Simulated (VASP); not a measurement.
Input of a VASP 6.6.1 run:

The input INCAR:

```
SYSTEM = Si
PREC = Accurate ; ENCUT = 520
EDIFF = 1E-8 ; ISMEAR = -1
SIGMA = 0.08 ; LREAL = .False.
LASPH = .True. ; NELM = 60
ALGO = Normal ; ISIF = 2
LWAVE = .False. ; LCHARG = .False.
GGA = CA ; LEFG = .True.
NBANDS = 11
```

Contents of KPOINTS:

```
regular mesh
0
Gamma
  11 11 11
  0 0 0
```

The input POSCAR:

```
Si
1.0
    0.0000000000      2.7063880927      2.7063880927
    2.7063880927      0.0000000000      2.7063880927
    2.7063880927      2.7063880927      0.0000000000
Si
2
Direct
    0.5000000000      0.5000000000      0.5000000000
    0.7500000000      0.7500000000      0.7500000000
```

Potentials or basis: VASP PAW LDA potentials, release 64 (Si).

The run is started by

```sh
$ cat potpaw_LDA.64/Si/POTCAR > POTCAR
$ mpirun -np 1 vasp_std > vasp.out
```

Problem. Predict the band gap on the k mesh.

Solution. 0.47 eV, indirect (least direct gap 2.53 eV).

Problem. Predict the pressure.

Solution. -0.5 GPa.

Caveat: without QUAD_EFG the Cq values of the log hold for a quadrupole moment of 1 mb, not for the nuclei. A k mesh can miss the band edges.
